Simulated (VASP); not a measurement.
# TiAl in VASP: further runs, part 2 of 2

VASP 6.6.1. Earlier steps stand in the parts before.

## Step 4: Single point, PBE (volume scaled by 1.06)

INCAR

```
ALGO     = Normal         # electronic algorithm
EDIFF    = 1E-6           # SCF threshold, eV
ENCUT    = 520            # plane-wave cutoff, eV
GGA      = PE             # functional
ISIF     = 2              # what is computed and relaxed
ISMEAR   = -1             # smearing method
LASPH    = True           # aspherical terms in the spheres
LCHARG   = True           # write CHGCAR
LELF     = True           # ELF
LREAL    = False          # projectors in reciprocal space
LVHAR    = True         
LWAVE    = False          # write WAVECAR
NBANDS   = 14             # bands
NELM     = 100            # most SCF steps
PREC     = Accurate       # precision mode
SIGMA    = 0.05           # smearing width, eV
```

KPOINTS

```
k-points
0
Gamma
  11 11 6
```

POSCAR

```
TiAl
1.0
    2.9234973377      0.0000000000      0.0000000000
   -1.4617486688      2.5318229623      0.0000000000
    0.0000000000      0.0000000000      4.7698334112
Ti Al
1 1
Direct
    0.0000000000      0.0000000000      0.0000000000
    0.3333333333      0.6666666667      0.5000000000
```

Potentials or basis: VASP PAW PBE potentials, release 64 (Ti_sv, Al).

Command:

```sh
cat potpaw_PBE.64/Ti_sv/POTCAR potpaw_PBE.64/Al/POTCAR > POTCAR
mpirun -np 1 vasp_std > vasp.out
```

OUTCAR:

```text
EDIFF = 1E-6
   ENCUT = 520
   GGA = PE
   ISIF = 2
   ISMEAR = -1
   LASPH = True
   LREAL = False
   NELM = 100
   PREC = Accurate

 ion  position               nearest neighbor table
   1  0.000  0.000  0.000-   2 2.92   2 2.92   2 2.92   2 2.92   2 2.92   2 2.92
   2  0.333  0.667  0.500-   1 2.92   1 2.92   1 2.92   1 2.92   1 2.92   1 2.92

  LATTYP: Found a hexagonal cell.
 ALAT       =     2.9234973377
 C/A-ratio  =     1.6315504549

  Lattice vectors:

 A1 = (   2.9234973377,   0.0000000000,   0.0000000000)
 A2 = (  -1.4617486688,   2.5318229623,   0.0000000000)
 A3 = (   0.0000000000,   0.0000000000,   4.7698334112)

Analysis of symmetry for initial positions (statically):
=====================================================================
 Subroutine PRICEL returns:
 Original cell was already a primitive cell.

 Routine SETGRP: Setting up the symmetry group for a
 hexagonal supercell.

 Subroutine GETGRP returns: Found 12 space group operations
 (whereof 12 operations were pure point group operations)
 out of a pool of 24 trial point group operations.

The static configuration has the point symmetry D_3h.

Analysis of symmetry for dynamics (positions and initial velocities):
=====================================================================
 Subroutine PRICEL returns:
 Original cell was already a primitive cell.

 Routine SETGRP: Setting up the symmetry group for a
 hexagonal supercell.

 Subroutine GETGRP returns: Found 12 space group operations
 (whereof 12 operations were pure point group operations)
 out of a pool of 24 trial point group operations.

The dynamic configuration has the point symmetry D_3h.

 Subroutine INISYM returns: Found 12 space group operations
 (whereof 12 operations are pure point group operations),
 and found     1 'primitive' translations

----------------------------------------------------------------------------------------

                                     Primitive cell

  volume of cell :      35.3052

  direct lattice vectors                    reciprocal lattice vectors
     2.923497338  0.000000000  0.000000000     0.342056067  0.197486162  0.000000000
    -1.461748669  2.531822962  0.000000000     0.000000000  0.394972324  0.000000000
     0.000000000  0.000000000  4.769833411     0.000000000  0.000000000  0.209650928

  length of vectors
     2.923497338  2.923497338  4.769833411     0.394972324  0.394972324  0.209650928

  position of ions in fractional coordinates (direct lattice)
     0.000000000  0.000000000  0.000000000
     0.333333333  0.666666667  0.500000000

  ion indices of the primitive-cell ions
   primitive index   ion index
                 1           1
                 2           2

----------------------------------------------------------------------------------------

 KPOINTS: k-points

Automatic generation of k-mesh.
 Grid dimensions read from file:
 generate k-points for:   11   11    6

 Generating k-lattice:

  Cartesian coordinates                     Fractional coordinates (reciprocal lattice)
     0.031096006  0.017953287  0.000000000     0.090909091 -0.000000000  0.000000000
     0.000000000  0.035906575  0.000000000     0.000000000  0.090909091  0.000000000
     0.000000000  0.000000000  0.034941821     0.000000000  0.000000000  0.166666667

  Length of vectors
     0.035906575  0.035906575  0.034941821

  Shift w.r.t. Gamma in fractional coordinates (k-lattice)
     0.000000000  0.000000000  0.000000000

 Subroutine IBZKPT returns following result:
 ===========================================

 Found     64 irreducible k-points:

 Following reciprocal coordinates:
            Coordinates               Weight
  0.000000  0.000000  0.000000      1.000000
  0.090909 -0.000000  0.000000      6.000000
  0.181818 -0.000000  0.000000      6.000000
  0.272727 -0.000000  0.000000      6.000000
  0.363636 -0.000000  0.000000      6.000000
  0.454545 -0.000000  0.000000      6.000000
[... 16 lines left out ...]
  0.090909  0.090909  0.166667     12.000000
  0.181818  0.090909  0.166667     24.000000
 [... further k-points ...]
   k-points           NKPTS =     64   k-points in BZ     NKDIM =     64   number of bands    NBANDS=     14
   number of dos      NEDOS =    301   number of ions     NIONS =      2
   total plane-waves  NPLWV =  20736
   dimension x,y,z NGX =    24 NGY =   24 NGZ =   36
   dimension x,y,z NGXF=    48 NGYF=   48 NGZF=   72
   ions per type =               1   1
   NGX,Y,Z   is equivalent  to a cutoff of  13.65, 13.65, 12.55 a.u.
   NGXF,Y,Z  is equivalent  to a cutoff of  27.30, 27.30, 25.09 a.u.
 SYSTEM =  unknown system
   PREC   = accura    normal or accurate (medium, high low for compatibility)
   ISTART =      0    job   : 0-new  1-cont  2-samecut
   ICHARG =      2    charge: 1-file 2-atom 10-const
   ISPIN  =      1    spin polarized calculation?
   LNONCOLLINEAR =      F non collinear calculations
   LSORBIT =      F    spin-orbit coupling
   LASPH  =      T    aspherical Exc in radial PAW
   ENCUT  =  520.0 eV  38.22 Ry    6.18 a.u.   5.44  5.44  8.87*2*pi/ulx,y,z
   NELM   =    100;   NELMIN=  2; NELMDL= -5     # of ELM steps
   EDIFF  = 0.1E-05   stopping-criterion for ELM
   LREAL  =      F    real-space projection
   EDIFFG = 0.1E-04   stopping-criterion for IOM
   NSW    =      0    number of steps for IOM
   IBRION =     -1    ionic relax: 0-MD 1-quasi-New 2-CG
   NFREE  =      0    steps in history (QN), initial steepest desc. (CG)
   ISIF   =      2    stress and relaxation
   ISYM   =      2    0-nonsym 1-usesym 2-fastsym
   POTIM  = 0.5000    time-step for ionic-motion
   TEBEG  =    0.0;   TEEND  =   0.0 temperature during run
   PSTRESS=    0.0 pullay stress
   NELECT =      15.0000    total number of electrons
   NUPDOWN=      -1.0000    fix difference up-down
   EMIN   =  10.00;   EMAX   =-10.00  energy-range for DOS
   EFERMI =   0.00;   METHOD = LEGACY
   ISMEAR =    -1;   SIGMA  =   0.05  broadening in eV -4-tet -1-fermi 0-gaus
   EFERMI_NEDOS =   21; number of points for ismear=-14 and -15
   IALGO  =     38    algorithm
   IMIX   =      4    mixing-type and parameters
     AMIX     =   0.40;   BMIX     =  1.00
     AMIX_MAG =   1.60;   BMIX_MAG =  1.00
  volume/ion in A,a.u.               =      17.65       119.13
  Fermi-wavevector in a.u.,A,eV,Ry     =   1.230719  2.325721 20.608320  1.514669
  Thomas-Fermi vector in A             =   2.365556
   LORBIT       =      0    0 simple, 1 ext, 2 COOP (PROOUT), +10 PAW based schemes
   GGA     = PE    functional components
   LHFCALC =     F    Hartree Fock is set to
   AEXX    =    0.0000 exact exchange contribution
   IVDW    =     0    specifies the selected vdW correction
   LEPSILON=     F    determine dielectric tensor
   LRPA    =     F    only Hartree local field effects (RPA)
 non-spin polarized calculation
  energy-cutoff  :      520.00
  volume of cell :       35.31
 maximum number of plane-waves:       989
 NGX is ok and might be reduce to    24
   NGX = 11   NGY = 11   NGZ = 17

 number of electron      14.9999996 magnetization

 Free energy of the ion-electron system (eV)
  ---------------------------------------------------
  ext. energy  EPLUGINS =         0.00000000
  ---------------------------------------------------
  free energy    TOTEN  =       -12.05563140 eV

  energy without entropy =      -12.03080511  energy(sigma->0) =      -12.04321826

 E-fermi :   7.2573     XC(G=0): -10.6891

 val. band max:        7.2555612332   @ k =   0.1818   0.1818   0.5000
 cond. band min:       7.2605360120   @ k =   0.2727  -0.0000   0.5000
 fundamental gap:      0.0049747788
 Fermi energy:         7.2573004061

 k-point     1 :       0.0000    0.0000    0.0000
  band No.  band energies     occupation
      1     -49.3908      2.00000
      2     -25.6965      2.00000
      3     -25.3397      2.00000
      4     -25.3397      2.00000
      5      -1.3614      2.00000
      6       5.0424      2.00000
      7       5.4881      2.00000
      8       8.4744      0.00000
      9       8.4744      0.00000
     10       9.8467      0.00000
     11       9.8467      0.00000
     12      10.8884      0.00000
     13      19.6911      0.00000
     14      19.6911      0.00000
[... 375 lines left out ...]
 k-point    24 :       0.1818    0.0909    0.1667
  band No.  band energies     occupation
      1     -49.3558      2.00000
      2     -25.6618      2.00000
      3     -25.5580      2.00000
      4     -25.4001      2.00000
      5       0.1256      2.00000
      6       4.9584      2.00000
      7       6.7588      1.99991
      8       7.5681      0.00399
      9       9.3816      0.00000
     10       9.4896      0.00000
     11       9.6016      0.00000
     12      12.1705      0.00000
     13      13.5309      0.00000
     14      14.9579      0.00000

 [... further k-points ...]
[... 5 lines left out ...]
  --------------------------------------------------------------------------------------
  -------------------------------------------------------------------------------------
  Total       -0.9849739     -0.9849739     -1.5600665     -0.0000000      0.0000000     -0.0000000
  in kB      -44.6988191    -44.6988191    -70.7969352     -0.0000000      0.0000000     -0.0000000
  external PRESSURE =     -53.3981912 kB  Pullay stress =       0.0000000 kB

 VOLUME and BASIS-vectors are now :
 -----------------------------------------------------------------------------
  energy-cutoff  :      520.00
  volume of cell :       35.31
      direct lattice vectors                 reciprocal lattice vectors
     2.923497338  0.000000000  0.000000000     0.342056067  0.197486162  0.000000000
    -1.461748669  2.531822962  0.000000000     0.000000000  0.394972324  0.000000000
     0.000000000  0.000000000  4.769833411     0.000000000  0.000000000  0.209650928

 POSITION                                       TOTAL-FORCE (eV/Angst)
 -----------------------------------------------------------------------------------
      0.00000      0.00000      0.00000         0.000000      0.000000      0.000000
     -0.00000      1.68788      2.38492        -0.000000      0.000000      0.000000
 -----------------------------------------------------------------------------------
    total drift:                                0.000000     -0.000000      0.000000

  FREE ENERGIE OF THE ION-ELECTRON SYSTEM (eV)
  ---------------------------------------------------
  free  energy   TOTEN  =       -12.0556314008 eV

  energy  without entropy=      -12.0308051114  energy(sigma->0) =      -12.04321826
```

Wall time 29 s (1 thread of Intel Xeon Platinum 8488C (Sapphire Rapids), shared host); peak memory 0.17 GiB.

What came out:

```yaml
Free_energy: -12.0556 eV
Pressure: -5.3 GPa
```

## Step 5: Single point, PBE (atoms moved at random)

INCAR

```
SYSTEM = TiAl
ALGO     = Fast           ! electronic algorithm
EDIFF    = 1E-6           ! SCF threshold, eV
ENCUT    = 520            ! plane-wave cutoff, eV
GGA      = PE             ! functional
ISIF     = 2              ! what is computed and relaxed
ISMEAR   = -1             ! smearing method
LASPH    = .True.         ! aspherical terms in the spheres
LCHARG   = .True.         ! write CHGCAR
LELF     = .True.         ! ELF
LREAL    = .False.        ! projectors in reciprocal space
LVHAR    = .True.       
LWAVE    = .False.        ! write WAVECAR
NBANDS   = 14             ! bands
NELM     = 80             ! most SCF steps
PREC     = Accurate       ! precision mode
SIGMA    = 0.05           ! smearing width, eV
```

KPOINTS

```
k-points
0
Gamma
  11 11 6
  0 0 0
```

POSCAR

```
TiAl
1.0
    2.8672622327      0.0000000000      0.0000000000
   -1.4336311163      2.4831219328      0.0000000000
    0.0000000000      0.0000000000      4.6780830000
Ti Al
1 1
Direct
   -0.0097550000      0.0048560000      0.0113100000
    0.3481230000      0.6626870000      0.5163250000
```

Command:

```sh
cat potpaw_PBE.64/Ti_sv/POTCAR potpaw_PBE.64/Al/POTCAR > POTCAR
mpirun -np 1 vasp_std > vasp.out
```

Run time: 4.2 min. Hardware: 1 thread of Intel Xeon Platinum 8488C (Sapphire Rapids), shared host; peak memory 0.29 GiB.

The run converged. Its results:

```
Free energy   : -12.0805 eV
Pressure      : 0.2 GPa
Largest force : 0.225 eV/Å
```

Forces in eV/Å, atoms in the order of the input:
```
Ti   0.153 -0.027  0.163
Al  -0.153  0.027 -0.163
```

Stress tensor (GPa, compression positive):
```
 0.40  1.31  0.07
 1.31  1.17 -0.01
 0.07 -0.01 -0.83
```

Levels at points of the mesh, in eV from the Fermi level:
```csv
k point,band 6,band 7,band 8,band 9,band 10,band 11
"(0.00, 0.00, 0.00)",-2.28,-1.81,1.29,1.30,2.76,2.80
"(0.00, 0.00, 0.50)",-5.25,-0.41,1.30,1.31,2.69,2.73
```

Caveat: the cell differs from its parent crystal (atoms moved at random).

## Step 6: Overview

```tsv
cell	gap on the mesh (eV)	pressure (GPa)
a = 2.886, b = 2.886, c = 4.709 Å, angles 90.0, 90.0, 120.0°, 2 atoms	none	-1.8
a = 2.905, b = 2.905, c = 4.740 Å, angles 90.0, 90.0, 120.0°, 2 atoms	none	-3.7
a = 2.923, b = 2.923, c = 4.770 Å, angles 90.0, 90.0, 120.0°, 2 atoms	none	-5.3
a = 2.867, b = 2.867, c = 4.678 Å, angles 90.0, 90.0, 120.0°, 2 atoms	none	0.2
```

Alike in all rows: task single point; level PBE; potentials or basis VASP PAW PBE potentials, release 64 (Ti_sv, Al); no spin polarisation; k mesh 11 × 11 × 6; cutoff (eV) 520; smearing fermi-dirac 0.05 eV.

Total energies depend on the potentials used, so only differences within one code and one set of settings carry meaning.
